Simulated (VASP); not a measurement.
# Au (Fm-3m) in VASP: a series of runs

Runs on Au. Level: PBE. Tasks: single point.

Everything below comes from runs of VASP 6.6.1. Logs are shortened: lines on timing, memory, paths and dates and some standing lists are left out, and cuts for length are marked.

## Step 1: The cell of the first run

It takes space group Fm-3m (No. 225, cubic). The conventional cell has a = 4.124 Å, b = 4.124 Å, c = 4.124 Å, α = 90.00°, β = 90.00°, γ = 90.00°. Within 3.8 Å of Au (site symmetry m-3m) lie 12 Au at 2.92 Å.

## Step 2: Single point, PBE

Contents of INCAR:

```
PREC = Accurate ; ENCUT = 500
EDIFF = 1E-6 ; ISMEAR = -1
SIGMA = 0.05 ; LREAL = F
LASPH = T ; NELM = 120
ALGO = Normal ; ISIF = 2
LWAVE = F ; LCHARG = F
GGA = PE ; NBANDS = 12
GGA_COMPAT = F
```

Contents of KPOINTS:

```
Automatic mesh
0
Gamma
  10 10 10
```

Contents of POSCAR:

```
Au
1.0
    0.0000000000      2.0617793868      2.0617793868
    2.0617793868      0.0000000000      2.0617793868
    2.0617793868      2.0617793868      0.0000000000
Au
1
Direct
    0.0000000000      0.0000000000      0.0000000000
```

Potentials or basis: VASP PAW PBE potentials, release 64 (Au).

Started as:

```bash
$ cat potpaw_PBE.64/Au/POTCAR > POTCAR
$ mpirun -np 1 vasp_std > vasp.out
```

OUTCAR:

```text
PREC = Accurate
   ENCUT = 500
   EDIFF = 1E-6
   ISMEAR = -1
   LREAL = F
   LASPH = T
   NELM = 120
   ISIF = 2
   GGA = PE

 ion  position               nearest neighbor table
   1  0.000  0.000  0.000-

  LATTYP: Found a face centered cubic cell.
 ALAT       =     4.1235587736

  Lattice vectors:

 A1 = (   0.0000000000,   2.0617793868,   2.0617793868)
 A2 = (   2.0617793868,   0.0000000000,   2.0617793868)
 A3 = (   2.0617793868,   2.0617793868,   0.0000000000)

Analysis of symmetry for initial positions (statically):
[... 33 lines left out ...]
                                     Primitive cell

  volume of cell :      17.5290

  direct lattice vectors                    reciprocal lattice vectors
     0.000000000  2.061779387  2.061779387    -0.242508972  0.242508972  0.242508972
     2.061779387  0.000000000  2.061779387     0.242508972 -0.242508972  0.242508972
     2.061779387  2.061779387  0.000000000     0.242508972  0.242508972 -0.242508972

  length of vectors
     2.915796371  2.915796371  2.915796371     0.420037861  0.420037861  0.420037861

  position of ions in fractional coordinates (direct lattice)
     0.000000000  0.000000000  0.000000000

  ion indices of the primitive-cell ions
   primitive index   ion index
                 1           1

----------------------------------------------------------------------------------------

 KPOINTS: Automatic mesh

Automatic generation of k-mesh.
 Grid dimensions read from file:
 generate k-points for:   10   10   10

 Generating k-lattice:

  Cartesian coordinates                     Fractional coordinates (reciprocal lattice)
    -0.024250897  0.024250897  0.024250897     0.100000000  0.000000000  0.000000000
     0.024250897 -0.024250897  0.024250897     0.000000000  0.100000000  0.000000000
     0.024250897  0.024250897 -0.024250897     0.000000000  0.000000000  0.100000000

  Length of vectors
     0.042003786  0.042003786  0.042003786

  Shift w.r.t. Gamma in fractional coordinates (k-lattice)
     0.000000000  0.000000000  0.000000000

 Subroutine IBZKPT returns following result:
 ===========================================

 Found     47 irreducible k-points:

 Following reciprocal coordinates:
            Coordinates               Weight
  0.000000  0.000000  0.000000      1.000000
  0.100000  0.000000  0.000000      8.000000
  0.200000  0.000000  0.000000      8.000000
  0.300000  0.000000  0.000000      8.000000
  0.400000  0.000000  0.000000      8.000000
  0.500000  0.000000  0.000000      4.000000
[... 16 lines left out ...]
  0.300000  0.300000  0.000000      6.000000
  0.400000  0.300000  0.000000     24.000000
 [... further k-points ...]
   k-points           NKPTS =     47   k-points in BZ     NKDIM =     47   number of bands    NBANDS=     12
   number of dos      NEDOS =    301   number of ions     NIONS =      1
   total plane-waves  NPLWV =  13824
   dimension x,y,z NGX =    24 NGY =   24 NGZ =   24
   dimension x,y,z NGXF=    48 NGYF=   48 NGZF=   48
   ions per type =               1
   NGX,Y,Z   is equivalent  to a cutoff of  13.68, 13.68, 13.68 a.u.
   NGXF,Y,Z  is equivalent  to a cutoff of  27.37, 27.37, 27.37 a.u.
 SYSTEM =  unknown system
   PREC   = accura    normal or accurate (medium, high low for compatibility)
   ISTART =      0    job   : 0-new  1-cont  2-samecut
   ICHARG =      2    charge: 1-file 2-atom 10-const
   ISPIN  =      1    spin polarized calculation?
   LNONCOLLINEAR =      F non collinear calculations
   LSORBIT =      F    spin-orbit coupling
   LASPH  =      T    aspherical Exc in radial PAW
   ENCUT  =  500.0 eV  36.75 Ry    6.06 a.u.   5.32  5.32  5.32*2*pi/ulx,y,z
   NELM   =    120;   NELMIN=  2; NELMDL= -5     # of ELM steps
   EDIFF  = 0.1E-05   stopping-criterion for ELM
   LREAL  =      F    real-space projection
   EDIFFG = 0.1E-04   stopping-criterion for IOM
   NSW    =      0    number of steps for IOM
   IBRION =     -1    ionic relax: 0-MD 1-quasi-New 2-CG
   NFREE  =      0    steps in history (QN), initial steepest desc. (CG)
   ISIF   =      2    stress and relaxation
   ISYM   =      2    0-nonsym 1-usesym 2-fastsym
   POTIM  = 0.5000    time-step for ionic-motion
   TEBEG  =    0.0;   TEEND  =   0.0 temperature during run
   PSTRESS=    0.0 pullay stress
   NELECT =      11.0000    total number of electrons
   NUPDOWN=      -1.0000    fix difference up-down
   EMIN   =  10.00;   EMAX   =-10.00  energy-range for DOS
   EFERMI =   0.00;   METHOD = LEGACY
   ISMEAR =    -1;   SIGMA  =   0.05  broadening in eV -4-tet -1-fermi 0-gaus
   EFERMI_NEDOS =   21; number of points for ismear=-14 and -15
   IALGO  =     38    algorithm
   IMIX   =      4    mixing-type and parameters
     AMIX     =   0.40;   BMIX     =  1.00
     AMIX_MAG =   1.60;   BMIX_MAG =  1.00
  volume/ion in A,a.u.               =      17.53       118.29
  Fermi-wavevector in a.u.,A,eV,Ry     =   1.401587  2.648616 26.727929  1.964447
  Thomas-Fermi vector in A             =   2.524434
   LORBIT       =      0    0 simple, 1 ext, 2 COOP (PROOUT), +10 PAW based schemes
   GGA     = PE    functional components
   LHFCALC =     F    Hartree Fock is set to
   AEXX    =    0.0000 exact exchange contribution
   IVDW    =     0    specifies the selected vdW correction
   LEPSILON=     F    determine dielectric tensor
   LRPA    =     F    only Hartree local field effects (RPA)
 non-spin polarized calculation
  energy-cutoff  :      500.00
  volume of cell :       17.53
 maximum number of plane-waves:       459
 NGX is ok and might be reduce to    24
   NGX = 11   NGY = 11   NGZ = 11

 number of electron      11.0000001 magnetization

 Free energy of the ion-electron system (eV)
  ---------------------------------------------------
  ext. energy  EPLUGINS =         0.00000000
  ---------------------------------------------------
  free energy    TOTEN  =        -3.19786007 eV

  energy without entropy =       -3.19389937  energy(sigma->0) =       -3.19587972

 E-fermi :   8.9906     XC(G=0): -12.5473

 val. band max:        8.8422914663   @ k =   0.5000   0.2000   0.1000
 cond. band min:       9.0730690481   @ k =   0.5000   0.3000   0.1000
 fundamental gap:      0.2307775818
 Fermi energy:         8.9906076995

 k-point     1 :       0.0000    0.0000    0.0000
  band No.  band energies     occupation
      1      -0.5492      2.00000
      2       4.4728      2.00000
      3       4.4728      2.00000
      4       4.4728      2.00000
      5       5.9147      2.00000
      6       5.9147      2.00000
      7      23.5686      0.00000
      8      27.4065      0.00000
      9      27.4065      0.00000
     10      27.4065      0.00000
     11      32.2198      0.00000
     12      36.5585      0.00000

 k-point     2 :       0.1000    0.0000    0.0000
  band No.  band energies     occupation
      1      -0.2131      2.00000
      2       4.3735      2.00000
      3       4.5806      2.00000
      4       4.5806      2.00000
      5       5.8720      2.00000
      6       5.8720      2.00000
      7      23.8997      0.00000
      8      25.5317      0.00000
      9      27.7814      0.00000
     10      27.7814      0.00000
     11      32.7183      0.00000
     12      34.9220      0.00000

 k-point     3 :       0.2000    0.0000    0.0000
  band No.  band energies     occupation
      1       0.6872      2.00000
      2       4.2498      2.00000
      3       4.7447      2.00000
      4       4.7447      2.00000
      5       5.9140      2.00000
      6       5.9140      2.00000
      7      21.8984      0.00000
      8      24.6999      0.00000
      9      28.5788      0.00000
     10      28.5788      0.00000
     11      30.6010      0.00000
     12      32.4835      0.00000

 k-point     4 :       0.3000    0.0000    0.0000
  band No.  band energies     occupation
      1       1.6285      2.00000
      2       4.6760      2.00000
      3       4.6760      2.00000
      4       4.7432      2.00000
      5       6.3178      2.00000
      6       6.3178      2.00000
      7      18.0320      0.00000
      8      24.1812      0.00000
      9      28.0902      0.00000
     10      28.0902      0.00000
     11      31.2116      0.00000
     12      31.8985      0.00000

 k-point     5 :       0.4000    0.0000    0.0000
  band No.  band energies     occupation
      1       1.9373      2.00000
      2       4.5111      2.00000
      3       4.5111      2.00000
      4       6.5153      2.00000
      5       6.8307      2.00000
      6       6.8307      2.00000
      7      14.2341      0.00000
      8      23.3395      0.00000
      9      26.5702      0.00000
     10      26.5702      0.00000
     11      32.9707      0.00000
     12      32.9707      0.00000
[... 228 lines left out ...]
      1       2.8811      2.00000
      2       4.1337      2.00000
      3       4.5118      2.00000
      4       5.1599      2.00000
      5       6.1189      2.00000
      6       8.6933      1.99478
      7      16.2300      0.00000
      8      20.2776      0.00000
      9      25.1572      0.00000
     10      26.8996      0.00000
     11      30.8743      0.00000
     12      34.1873      0.00000

 k-point    22 :      -0.2000    0.2000    0.0000
  band No.  band energies     occupation
      1       2.3402      2.00000
      2       3.8796      2.00000
      3       4.5755      2.00000
      4       5.3152      2.00000
      5       5.4588      2.00000
      6       7.4440      2.00000
      7      19.3664      0.00000
      8      21.3232      0.00000
      9      26.0908      0.00000
     10      28.6748      0.00000
     11      29.5556      0.00000
     12      34.1165      0.00000

 k-point    23 :       0.3000    0.3000    0.0000
  band No.  band energies     occupation
      1       2.2987      2.00000
      2       3.1120      2.00000
      3       5.5230      2.00000
      4       6.0961      2.00000
      5       6.0961      2.00000
      6       6.6118      2.00000
      7      22.1583      0.00000
      8      22.1583      0.00000
      9      22.6494      0.00000
     10      25.1871      0.00000
     11      26.9200      0.00000
     12      35.8470      0.00000

 k-point    24 :       0.4000    0.3000    0.0000
  band No.  band energies     occupation
      1       2.5547      2.00000
      2       2.9835      2.00000
      3       5.5443      2.00000
      4       6.1983      2.00000
      5       6.9876      2.00000
      6       7.6182      2.00000
      7      18.6284      0.00000
      8      20.9175      0.00000
      9      21.1972      0.00000
     10      26.0908      0.00000
     11      28.2696      0.00000
     12      35.9430      0.00000

 [... further k-points ...]
[... 5 lines left out ...]
  --------------------------------------------------------------------------------------
  -------------------------------------------------------------------------------------
  Total        0.4382057      0.4382057      0.4382057     -0.0000000      0.0000000      0.0000000
  in kB       40.0527181     40.0527181     40.0527181     -0.0000000      0.0000000      0.0000000
  external PRESSURE =      40.0527181 kB  Pullay stress =       0.0000000 kB

 VOLUME and BASIS-vectors are now :
 -----------------------------------------------------------------------------
  energy-cutoff  :      500.00
  volume of cell :       17.53
      direct lattice vectors                 reciprocal lattice vectors
     0.000000000  2.061779387  2.061779387    -0.242508972  0.242508972  0.242508972
     2.061779387  0.000000000  2.061779387     0.242508972 -0.242508972  0.242508972
     2.061779387  2.061779387  0.000000000     0.242508972  0.242508972 -0.242508972

 POSITION                                       TOTAL-FORCE (eV/Angst)
 -----------------------------------------------------------------------------------
      0.00000      0.00000      0.00000         0.000000      0.000000      0.000000
 -----------------------------------------------------------------------------------
    total drift:                                0.000000      0.000000     -0.000000

  FREE ENERGIE OF THE ION-ELECTRON SYSTEM (eV)
  ---------------------------------------------------
  free  energy   TOTEN  =        -3.1978600735 eV

  energy  without entropy=       -3.1938993651  energy(sigma->0) =       -3.19587972
```

It took 14 s on 1 thread of Intel Xeon 8259CL, shared host; peak memory 0.14 GiB.

What came out:

- Free energy: -3.1979 eV
- Pressure: 4.0 GPa

Caveat: spin-orbit coupling is left out, which moves the levels of the heavy elements.

## Step 3: Single point, PBE

This run uses another cell than the first one, of 18.03 Å³/atom, 1.029 times its volume.

INCAR is that of step 2.

Contents of KPOINTS:

```
regular mesh
0
Gamma
  10 10 10
```

Contents of POSCAR:

```
Au
1.0
    0.0000000000      2.0814165628      2.0814165628
    2.0814165628      0.0000000000      2.0814165628
    2.0814165628      2.0814165628      0.0000000000
Au
1
Direct
    0.0000000000      0.0000000000      0.0000000000
```

Potentials or basis: VASP PAW PBE potentials, release 64 (Au).

Started as:

```bash
$ cat potpaw_PBE.64/Au/POTCAR > POTCAR
$ mpirun -np 1 vasp_std > vasp.out
```

Wall time 16 s (1 thread of Intel Xeon 8259CL, shared host); peak memory 0.15 GiB.

It converged, with:

```
Free energy : -3.2040 eV
Pressure    : -0.2 GPa
```

Levels at points of the mesh, in eV from the Fermi level:
```tsv
k point	band 3	band 4	band 5	band 6	band 7	band 8	band 9	band 10
(0.00, 0.00, 0.00)	-4.36	-4.36	-2.99	-2.99	14.62	18.29	18.29	18.29
(0.50, 0.00, 0.00)	-4.39	-1.90	-1.90	-0.66	2.81	14.06	16.74	16.74
(0.50, 0.50, 0.00)	-1.95	-1.61	-1.61	1.21	5.36	9.88	9.88	16.64
```

Caveat: spin-orbit coupling is left out, which moves the levels of the heavy elements.
